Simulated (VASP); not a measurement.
Tl, 2 atoms in the cell. The structure is hexagonal, space group P6_3/mmc (No. 194). Conventional cell: a = 3.659 Å, b = 3.659 Å, c = 5.708 Å, α = 90.00°, β = 90.00°, γ = 120.00°. Within 4.7 Å of Tl (site symmetry -6m2) lie 12 Tl at 3.55 to 3.66 Å. 

* Program: VASP 6.6.1
* Task: single point
* Functional: revPBE
* Potentials or basis: VASP PAW PBE potentials, release 64 (Tl_d)
* Cutoff: 520 eV
* k mesh: 16 × 16 × 9
* Occupations: fermi-dirac, width 0.1 eV
* Spin: no spin polarisation
* Dipole correction: no
* Further INCAR settings: ALGO = Normal; EDIFF = 1e-06; NBANDS = 20

Potentials or basis: VASP PAW PBE potentials, release 64 (Tl_d).

Run with:

```sh
$ cat potpaw_PBE.64/Tl_d/POTCAR > POTCAR
$ mpirun -np 1 vasp_std > vasp.out
```

Hardware: 1 thread of AMD EPYC 7R43 64-Core Processor (Zen 3), with other jobs on the host.

**Question.** How long does it take, and how much memory?

**Answer.** Run time: 2.2 min on 1 thread of AMD EPYC 7R43 64-Core Processor (Zen 3), on a shared host, peak memory 0.25 GiB. Counts: scf iterations 11, k points 150.
